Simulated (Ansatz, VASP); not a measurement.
Two plane-wave programs on KMgF3

```
K Mg F
1.0
     4.18493   -0.83699   -0.83699
    -0.83699    4.18493   -0.83699
    -0.83699   -0.83699    4.18493
K Mg F
1 1 3
Direct
  0.50000 0.50000 0.50000
  0.00000 0.00000 0.00000
  0.50000 0.00000 0.00000
  0.00000 0.50000 0.00000
  0.00000 0.00000 0.50000
```

Alike in both runs: task single point; functional PBE; k mesh 6 × 6 × 6; occupations gaussian, width 0.05 eV; no spin polarisation.

|  | VASP | Ansatz |
| --- | --- | --- |
| version | VASP 6.6.1 | Ansatz 0.2.0 |
| potentials or method | VASP PAW PBE potentials, release 64 (K_sv, Mg, F), cutoff 520 eV | scalar-relativistic, plane waves, PAW |
| valence electrons in the cell | 32 | 40 |

Ansatz gave:

```
gap on the k mesh at the Fermi level (eV)                     : 4.36
least direct gap on the mesh (eV)                             : 4.40
pressure (GPa)                                                : 9.9
traceless stress, the component that is largest in VASP (GPa) : 22.06
```

**Question.** Estimate VASP's values.

**Answer.** gap on the k mesh at the Fermi level (eV): 4.31; least direct gap on the mesh (eV): 4.35; pressure (GPa): 9.7; traceless stress, the component that is largest in VASP (GPa): 22.19.

The functional is the same, so the differences come from potentials, cutoffs and numerics. VASP's potentials hold 32 valence electrons a cell and Ansatz's 40, so a difference there can come from the potentials and not from the codes.
